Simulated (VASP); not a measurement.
# Cr (P-1) in VASP: further runs, part 3 of 4

VASP 6.6.1.

**4. Single point, PBEsol, collinear spin, ferromagnetic start**

INCAR

```
SYSTEM = Cr
PREC = Accurate
ENCUT = 520
EDIFF = 1E-7
ISMEAR = -1
SIGMA = 0.1
LREAL = .False.
LASPH = .True.
NELM = 150
ALGO = Normal
ISIF = 2
LWAVE = .False.
LCHARG = .True.
ISPIN = 2
MAGMOM = 3
LORBIT = 11
LMAXMIX = 4
GGA = PS
LELF = .True.
LVHAR = .True.
NBANDS = 16
```

KPOINTS

```
regular mesh
0
Gamma
  9 9 9
  0 0 0
```

POSCAR

```
Cr
1.0
   -0.0174283700      1.8156326700      1.8106573700
    1.8310089900     -0.0170405700      1.8102695700
    1.8558983200      1.8401342100     -0.0419299100
Cr
1
Direct
    0.0000000000      0.0000000000      0.0000000000
```

Potentials or basis: VASP PAW PBE potentials, release 64 (Cr_pv).

Launch:

```bash
> cat potpaw_PBE.64/Cr_pv/POTCAR > POTCAR
> mpirun -np 1 vasp_std > vasp.out
```

OUTCAR:

```text
SYSTEM = Cr
   PREC = Accurate
   ENCUT = 520
   EDIFF = 1E-7
   ISMEAR = -1
   LREAL = .False.
   LASPH = .True.
   NELM = 150
   ISIF = 2
   ISPIN = 2
   LORBIT = 11
   GGA = PS

 ion  position               nearest neighbor table
   1  0.000  0.000  0.000-

  LATTYP: Found a triclinic cell.
 ALAT       =     4.4579143179
 B/A-ratio  =     0.5752097813
 C/A-ratio  =     0.5884016498
 COS(alpha) =     0.0026486038
 COS(beta)  =     0.3043724544
 COS(gamma) =     0.8580110302

  Lattice vectors:

 A1 = (  -1.8384699500,  -3.6557668800,  -1.7687274600)
 A2 = (   0.0174283700,  -1.8156326700,  -1.8106573700)
 A3 = (  -0.0248893300,  -1.8571747800,   1.8521994800)

Analysis of symmetry for initial positions (statically):
=====================================================================
 Subroutine PRICEL returns:
 Original cell was already a primitive cell.

 Routine SETGRP: Setting up the symmetry group for a
 triclinic supercell.

 Subroutine GETGRP returns: Found  2 space group operations
 (whereof  2 operations were pure point group operations)
 out of a pool of  2 trial point group operations.

The static configuration has the point symmetry S_2 .

Analysis of symmetry for dynamics (positions and initial velocities):
=====================================================================
 Subroutine PRICEL returns:
 Original cell was already a primitive cell.

 Routine SETGRP: Setting up the symmetry group for a
 triclinic supercell.

 Subroutine GETGRP returns: Found  2 space group operations
 (whereof  2 operations were pure point group operations)
 out of a pool of  2 trial point group operations.

The dynamic configuration has the point symmetry S_2 .

Analysis of structural, dynamic, and magnetic symmetry:
=====================================================================
 Subroutine PRICEL returns:
 Original cell was already a primitive cell.

 Routine SETGRP: Setting up the symmetry group for a
 triclinic supercell.

 Subroutine GETGRP returns: Found  2 space group operations
 (whereof  2 operations were pure point group operations)
 out of a pool of  2 trial point group operations.

The overall configuration has the point symmetry S_2 .

 Subroutine INISYM returns: Found  2 space group operations
 (whereof  2 operations are pure point group operations),
 and found     1 'primitive' translations

----------------------------------------------------------------------------------------

                                     Primitive cell

  volume of cell :      12.4553

  direct lattice vectors                    reciprocal lattice vectors
    -0.017428370  1.815632670  1.810657370    -0.267390350  0.275902865  0.273050868
     1.831008990 -0.017040570  1.810269570     0.273617217 -0.269738007  0.273112875
     1.855898320  1.840134210 -0.041929910     0.266363859  0.268711517 -0.266886010

  length of vectors
     2.564235920  2.574870913  2.613849767     0.471356306  0.471397514  0.463015904

  position of ions in fractional coordinates (direct lattice)
     0.000000000  0.000000000  0.000000000

  ion indices of the primitive-cell ions
[... 36 lines left out ...]
  0.000000  0.111111 -0.000000      2.000000
[... 16 lines left out ...]
 -0.111111  0.222222 -0.000000      2.000000
  0.000000  0.333333 -0.000000      2.000000
 [... further k-points ...]
   k-points           NKPTS =    365   k-points in BZ     NKDIM =    365   number of bands    NBANDS=     16
   number of dos      NEDOS =    301   number of ions     NIONS =      1
   total plane-waves  NPLWV =   8000
   dimension x,y,z NGX =    20 NGY =   20 NGZ =   20
   dimension x,y,z NGXF=    40 NGYF=   40 NGZF=   40
   ions per type =               1
   NGX,Y,Z   is equivalent  to a cutoff of  12.97, 12.91, 12.72 a.u.
   NGXF,Y,Z  is equivalent  to a cutoff of  25.93, 25.83, 25.44 a.u.
 SYSTEM =  Cr
   PREC   = accura    normal or accurate (medium, high low for compatibility)
   ISTART =      0    job   : 0-new  1-cont  2-samecut
   ICHARG =      2    charge: 1-file 2-atom 10-const
   ISPIN  =      2    spin polarized calculation?
   LNONCOLLINEAR =      F non collinear calculations
   LSORBIT =      F    spin-orbit coupling
   LASPH  =      T    aspherical Exc in radial PAW
   ENCUT  =  520.0 eV  38.22 Ry    6.18 a.u.   4.77  4.79  4.86*2*pi/ulx,y,z
   NELM   =    150;   NELMIN=  2; NELMDL= -5     # of ELM steps
   EDIFF  = 0.1E-06   stopping-criterion for ELM
   LREAL  =      F    real-space projection
   EDIFFG = 0.1E-05   stopping-criterion for IOM
   NSW    =      0    number of steps for IOM
   IBRION =     -1    ionic relax: 0-MD 1-quasi-New 2-CG
   NFREE  =      0    steps in history (QN), initial steepest desc. (CG)
   ISIF   =      2    stress and relaxation
   ISYM   =      2    0-nonsym 1-usesym 2-fastsym
   POTIM  = 0.5000    time-step for ionic-motion
   TEBEG  =    0.0;   TEEND  =   0.0 temperature during run
   PSTRESS=    0.0 pullay stress
   NELECT =      12.0000    total number of electrons
   NUPDOWN=      -1.0000    fix difference up-down
   EMIN   =  10.00;   EMAX   =-10.00  energy-range for DOS
   EFERMI =   0.00;   METHOD = LEGACY
   ISMEAR =    -1;   SIGMA  =   0.10  broadening in eV -4-tet -1-fermi 0-gaus
   EFERMI_NEDOS =   21; number of points for ismear=-14 and -15
   IALGO  =     38    algorithm
   IMIX   =      4    mixing-type and parameters
     AMIX     =   0.40;   BMIX     =  1.00
     AMIX_MAG =   1.60;   BMIX_MAG =  1.00
  volume/ion in A,a.u.               =      12.46        84.05
  Fermi-wavevector in a.u.,A,eV,Ry     =   1.616903  3.055504 35.570735  2.614375
  Thomas-Fermi vector in A             =   2.711414
   LORBIT       =     11    0 simple, 1 ext, 2 COOP (PROOUT), +10 PAW based schemes
   GGA     = PS    functional components
   LHFCALC =     F    Hartree Fock is set to
   AEXX    =    0.0000 exact exchange contribution
   IVDW    =     0    specifies the selected vdW correction
   LEPSILON=     F    determine dielectric tensor
   LRPA    =     F    only Hartree local field effects (RPA)
 spin polarized calculation
  energy-cutoff  :      520.00
  volume of cell :       12.46
 maximum number of plane-waves:       344
   NGX =  9   NGY =  9   NGZ =  9

 number of electron      11.9999996 magnetization       0.2417634

 number of electron      11.9999996 magnetization      -0.0000012

 Free energy of the ion-electron system (eV)
  ---------------------------------------------------
  ext. energy  EPLUGINS =         0.00000000
  ---------------------------------------------------
  free energy    TOTEN  =        -9.81026822 eV

  energy without entropy =       -9.75441395  energy(sigma->0) =       -9.78234108

 E-fermi :   9.5742     XC(G=0): -13.3831

 val. band max:        9.5733241639   @ k =  -0.0000   0.0000   0.2222
 cond. band min:       9.5745998383   @ k =  -0.3333  -0.3333   0.2222
 fundamental gap:      0.0012756744
 Fermi energy:         9.5741571841

 spin component 1

 k-point     1 :       0.0000    0.0000    0.0000
  band No.  band energies     occupation
      1     -32.7820      1.00000
      2     -32.7436      1.00000
      3     -32.7201      1.00000
      4       2.1898      1.00000
      5       8.9789      0.99741
      6       9.1560      0.98496
[... 435 lines left out ...]
      5       8.7861      0.99962
      6       9.0635      0.99398
[... 8 lines left out ...]
     15      36.6758      0.00000
     16      37.4335      0.00000

 [... further k-points ...]

 spin component 2

 k-point     1 :       0.0000    0.0000    0.0000
  band No.  band energies     occupation
      1     -32.7820      1.00000
      2     -32.7436      1.00000
      3     -32.7201      1.00000
      4       2.1898      1.00000
      5       8.9789      0.99741
      6       9.1560      0.98496
[... 435 lines left out ...]
      5       8.7861      0.99962
      6       9.0635      0.99398
[... 8 lines left out ...]
     15      36.6758      0.00000
     16      37.4335      0.00000

 [... further k-points ...]
[... 5 lines left out ...]
  --------------------------------------------------------------------------------------
  -------------------------------------------------------------------------------------
  Total       -1.3176520     -1.4558285     -1.5313044     -0.0215164     -0.0945650     -0.0809495
  in kB     -169.4952167   -187.2694543   -196.9782416     -2.7677499    -12.1642945    -10.4128828
  external PRESSURE =    -184.5809709 kB  Pullay stress =       0.0000000 kB

 VOLUME and BASIS-vectors are now :
 -----------------------------------------------------------------------------
  energy-cutoff  :      520.00
  volume of cell :       12.46
      direct lattice vectors                 reciprocal lattice vectors
    -0.017428370  1.815632670  1.810657370    -0.267390350  0.275902865  0.273050868
     1.831008990 -0.017040570  1.810269570     0.273617217 -0.269738007  0.273112875
     1.855898320  1.840134210 -0.041929910     0.266363859  0.268711517 -0.266886010

 POSITION                                       TOTAL-FORCE (eV/Angst)
 -----------------------------------------------------------------------------------
      0.00000      0.00000      0.00000         0.000000      0.000000     -0.000000
 -----------------------------------------------------------------------------------
    total drift:                               -0.000000     -0.000000     -0.000000

  FREE ENERGIE OF THE ION-ELECTRON SYSTEM (eV)
  ---------------------------------------------------
  free  energy   TOTEN  =        -9.8102682168 eV

  energy  without entropy=       -9.7544139527  energy(sigma->0) =       -9.78234108

 total charge

# of ion       s       p       d       tot
------------------------------------------
    1        0.416   6.350   4.149  10.914

 magnetization (x)

# of ion       s       p       d       tot
------------------------------------------
    1        0.000  -0.000   0.000   0.000
```

stdout:

```text
POSCAR found type information on POSCAR Cr
 POSCAR found :  1 types and       1 ions
 scaLAPACK will be used
 -----------------------------------------------------------------------------
|                                                                             |
|                                                                             |
|     You enforced a specific xc type in the INCAR file but a different       |
|     I HOPE YOU KNOW WHAT YOU ARE DOING!                                     |
|                                                                             |
 -----------------------------------------------------------------------------

 LDA part: xc-table for (Slater+PW92), standard interpolation
 POSCAR, INCAR and KPOINTS ok, starting setup
 FFT: planning ... GRIDC
 FFT: planning ... GRID_SOFT
 FFT: planning ... GRID
 WAVECAR not read
 entering main loop
```

It took 3 min on 1 thread of AMD EPYC 7R43 (Zen 3), shared host; peak memory 0.18 GiB.

Results:

```yaml
Free_energy: -9.8103 eV
Pressure: -18.5 GPa
Band_gap_on_the_k_mesh: zero (filled and empty bands overlap)
Net_moment: 0.00 μB per cell
Valence_electrons_inside_the_program's_atomic_spheres: Cr 10.91
```

Levels at points of the mesh, in eV from the Fermi level:
Spin up:
```tsv
k point	band 4	band 5	band 6	band 7	band 8	band 9
(0.00, 0.00, 0.00)	-7.38	-0.60	-0.42	-0.23	1.17	1.26
```
Spin down:
| k point | band 4 | band 5 | band 6 | band 7 | band 8 | band 9 |
| --- | --- | --- | --- | --- | --- | --- |
| (0.00, 0.00, 0.00) | -7.38 | -0.60 | -0.42 | -0.23 | 1.17 | 1.26 |

Caveat: the starting moments collapsed, and a magnetic state may lie lower; the PAW data sets were made with another functional, which shifts forces and pressure a little.

**5. Single point, r2SCAN, collinear spin, ferromagnetic start**

POSCAR is that of step 4.

INCAR.step1

```
PREC = Accurate
ENCUT = 520
ISMEAR = 0
SIGMA = 0.1
LREAL = False
LASPH = True
NELM = 150
ISPIN = 2
MAGMOM = 3
LMAXMIX = 4
NBANDS = 16
GGA = PE
ALGO = Normal
EDIFF = 1E-4
LWAVE = True
LCHARG = False
```

INCAR.step2

```
PREC = Accurate
ENCUT = 520
EDIFF = 1E-6
ISMEAR = 0
SIGMA = 0.1
LREAL = False
LASPH = True
NELM = 150
ALGO = Normal
ISIF = 2
LWAVE = False
LCHARG = True
ISPIN = 2
MAGMOM = 3
LORBIT = 11
LMAXMIX = 4
METAGGA = R2SCAN
LMIXTAU = True
LELF = True
LVHAR = True
NBANDS = 16
ISTART = 1
```

KPOINTS

```
Automatic mesh
0
Gamma
  9 9 9
```

Launch:

```bash
> cat potpaw_PBE.64/Cr_pv/POTCAR > POTCAR
> cp INCAR.step1 INCAR
> mpirun -np 1 vasp_std > vasp.out
> cp INCAR.step2 INCAR
> mpirun -np 1 vasp_std > vasp.out
```

Run time: 12 min. Hardware: 1 thread of AMD EPYC 7R43 (Zen 3), shared host; peak memory 0.18 GiB.

It converged, with:

| Quantity | Value |
| --- | --- |
| Free energy | -14.3312 eV |
| Pressure | -14.9 GPa |
| Band gap on the k mesh | zero (filled and empty bands overlap) |
| Net moment | 0.00 μB per cell |
| Valence electrons inside the program's atomic spheres | Cr 11.16 |

Stress tensor (GPa, compression positive):
```
-12.78  -0.21  -3.57
 -0.21 -15.12  -3.91
 -3.57  -3.91 -16.87
```

Levels at points of the mesh, in eV from the Fermi level:
Spin up:
| k point | band 2 | band 3 | band 4 | band 5 | band 6 | band 7 | band 8 | band 9 | band 10 | band 11 |
| --- | --- | --- | --- | --- | --- | --- | --- | --- | --- | --- |
| (0.00, 0.00, 0.00) | -44.10 | -44.08 | -7.92 | -0.68 | -0.46 | -0.23 | 1.39 | 1.51 | 3.37 | 20.05 |
Spin down:
| k point | band 2 | band 3 | band 4 | band 5 | band 6 | band 7 | band 8 | band 9 | band 10 | band 11 |
| --- | --- | --- | --- | --- | --- | --- | --- | --- | --- | --- |
| (0.00, 0.00, 0.00) | -44.10 | -44.08 | -7.92 | -0.68 | -0.46 | -0.23 | 1.39 | 1.51 | 3.37 | 20.05 |

Caveat: the starting moments collapsed, and a magnetic state may lie lower; the PAW data sets were made with another functional, which shifts forces and pressure a little.

**6. Single point, r2SCAN, collinear spin, ferromagnetic start**

POSCAR is that of step 5.

INCAR.step1

```
SYSTEM = Cr
ALGO = Normal ; EDIFF = 1E-4
ENCUT = 520 ; GGA = PE
ISMEAR = 0 ; ISPIN = 2
LASPH = .TRUE. ; LCHARG = .FALSE.
LMAXMIX = 4 ; LREAL = .FALSE.
LWAVE = .TRUE. ; MAGMOM = 3
NBANDS = 16 ; NELM = 150
PREC = Accurate ; SIGMA = 0.1
```

INCAR.step2

```
SYSTEM = Cr
ALGO = Normal ; EDIFF = 1E-7
ENCUT = 520 ; ISIF = 2
ISMEAR = 0 ; ISPIN = 2
ISTART = 1 ; LASPH = .TRUE.
LCHARG = .FALSE. ; LMAXMIX = 4
LMIXTAU = .TRUE. ; LORBIT = 11
LREAL = .FALSE. ; LWAVE = .FALSE.
MAGMOM = 3 ; METAGGA = R2SCAN
NBANDS = 16 ; NELM = 150
PREC = Accurate ; SIGMA = 0.1
```

KPOINTS

```
k-points
0
G
  9 9 9
  0 0 0
```

Potentials or basis: VASP PAW PBE potentials, release 64 (Cr_pv).

Launch:

```bash
> cat potpaw_PBE.64/Cr_pv/POTCAR > POTCAR
> cp INCAR.step1 INCAR
> mpirun -np 1 vasp_std > vasp.out
> cp INCAR.step2 INCAR
> mpirun -np 1 vasp_std > vasp.out
```

It took 13 min on 1 thread of AMD EPYC 7R43 (Zen 3), shared host; peak memory 0.18 GiB.

The run converged. Its results:

| Item | Value |
| --- | --- |
| Free energy | -14.3312 eV |
| Pressure | -14.9 GPa |
| Band gap on the k mesh | zero (filled and empty bands overlap) |
| Net moment | 0.00 μB per cell |
| Valence electrons inside the program's atomic spheres | Cr 11.16 |

Stress tensor (GPa, compression positive):
```
-12.79  -0.21  -3.57
 -0.21 -15.13  -3.91
 -3.57  -3.91 -16.88
```

Levels at points of the mesh, in eV from the Fermi level:
Spin up:
| k point | band 3 | band 4 | band 5 | band 6 | band 7 | band 8 | band 9 | band 10 |
| --- | --- | --- | --- | --- | --- | --- | --- | --- |
| (0.00, 0.00, 0.00) | -44.08 | -7.92 | -0.68 | -0.46 | -0.23 | 1.39 | 1.51 | 3.37 |
Spin down:
```
           k point  band 2  band 3  band 4  band 5  band 6  band 7  band 8  band 9  band 10  band 11
(0.00, 0.00, 0.00)  -44.10  -44.08   -7.92   -0.68   -0.46   -0.23    1.39    1.51     3.37    20.05
```

Caveat: the starting moments collapsed, and a magnetic state may lie lower; the PAW data sets were made with another functional, which shifts forces and pressure a little.

(Continued in part 4 of 4.)
